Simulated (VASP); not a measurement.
# Al9O: single point with PBEsol

The system is Al9O, a slab with vacuum.

```
Al O
1.0
     2.83628    0.00000    0.00000
    -1.41814    2.45629    0.00000
     0.00000    0.00000   37.64430
Al O
9 1
Direct
  0.33333 0.66667 0.22580
  0.00000 0.00000 0.28771
  0.66667 0.33333 0.34962
  0.00000 0.00000 0.41153
  0.33333 0.66667 0.47301
  0.00000 0.00000 0.53476
  0.66667 0.33333 0.59714
  0.00000 0.00000 0.65878
  0.33333 0.66667 0.71893
  0.33333 0.66667 0.76348
```

* Program: VASP 6.6.1
* Task: single point
* Functional: PBEsol
* Potentials or basis: VASP PAW PBE potentials, release 64 (Al, O_h)
* Cutoff: 1000 eV
* k mesh: 12 × 12 × 1
* Occupations: gaussian, width 0.1 eV
* Spin: no spin polarisation

```json
{
 "Largest force": "0.119 eV/Å",
 "Band gap on the k mesh": "zero (an odd number of electrons rules out a gap without spin polarisation)"
}
```

Forces on the atoms (eV/Å):
```
Al   0.000  0.000 -0.037
Al   0.000  0.000  0.094
Al   0.000  0.000 -0.047
Al   0.000  0.000 -0.012
Al   0.000  0.000  0.000
Al   0.000  0.000  0.001
Al   0.000  0.000 -0.004
Al   0.000  0.000 -0.001
Al   0.000  0.000 -0.113
O    0.000  0.000  0.119
```

Levels at points of the mesh, in eV from the Fermi level:
```tsv
k point	band 13	band 14	band 15	band 16	band 17	band 18	band 19	band 20
(0.00, 0.00, 0.00)	-1.39	-0.04	0.40	0.40	1.47	2.96	3.99	4.85
(0.50, 0.00, 0.00)	-2.58	-2.24	-1.86	-1.39	-1.03	-0.23	-0.21	-0.05
```

Run time: 19 min on 1 thread of Intel(R) Xeon(R) Platinum 8259CL CPU @ 2.50GHz (Skylake/Cascade Lake) (shared host), peak memory 0.84 GiB.

Caveat: the PAW data sets were made with another functional, which shifts forces and pressure a little.
